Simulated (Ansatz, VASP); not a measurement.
# One calculation of Co, two programs

File INCAR:

```
PREC = Accurate
ENCUT = 520
EDIFF = 1E-6
ISMEAR = -1
SIGMA = 0.1
LREAL = F
LASPH = T
NELM = 100
ALGO = Normal
ISIF = 2
LWAVE = F
LCHARG = F
GGA = CA
NBANDS = 10
```

Contents of KPOINTS:

```
regular mesh
0
Gamma
  18 18 18
```

The input POSCAR:

```
Co
1.0
    0.0000000000      1.6876096372      1.6876096372
    1.6876096372      0.0000000000      1.6876096372
    1.6876096372      1.6876096372      0.0000000000
Co
1
Direct
    0.0000000000      0.0000000000      0.0000000000
```

Input for Ansatz:

```yaml
crystal:
  lattice:
    - [0.0, 1.6876096372, 1.6876096372]
    - [1.6876096372, 0.0, 1.6876096372]
    - [1.6876096372, 1.6876096372, 0.0]
  atoms:
    - { symbol: Co, position: [0.0, 0.0, 0.0] }
hamiltonian:
  xc: lda
  pseudopotentials:
    kind: paw
    azcp:
      Co: "pseudopotentials/Co.paw.azcp"
basis:
  ecutwfc: 420
  fft_grid_basis: typed
kpoints:
  mp_grid: { grid: [18, 18, 18], shift: [0, 0, 0] }
magnetization:
  spin_polarized: false
scf:
  occupations: { method: fermi_dirac, width: 0.1 }
  lower_state_search: "off"
output:
  stress: true
```

Alike in both runs: task single point; functional LDA; k mesh 18 × 18 × 18; occupations fermi-dirac, width 0.1 eV; no spin polarisation.

```csv
,VASP,Ansatz
version,VASP 6.6.1,Ansatz 0.2.0
potentials or method,"VASP PAW LDA potentials, release 64 (Co), cutoff 520 eV","plane waves (420 eV) with PAW, scalar-relativistic"
valence electrons in the cell,9,17
```

|  | VASP | Ansatz | Ansatz less VASP |
| --- | --- | --- | --- |
| pressure (GPa) | -0.9 | 0.0 | +0.89 |

Ansatz warns that its potentials were made for another functional, while VASP's fit it. LDA's correlation is that of Perdew and Zunger in VASP and of Perdew and Wang (1992) in Ansatz. VASP's potentials hold 9 valence electrons a cell and Ansatz's 17, so a difference there can come from the potentials and not from the codes.
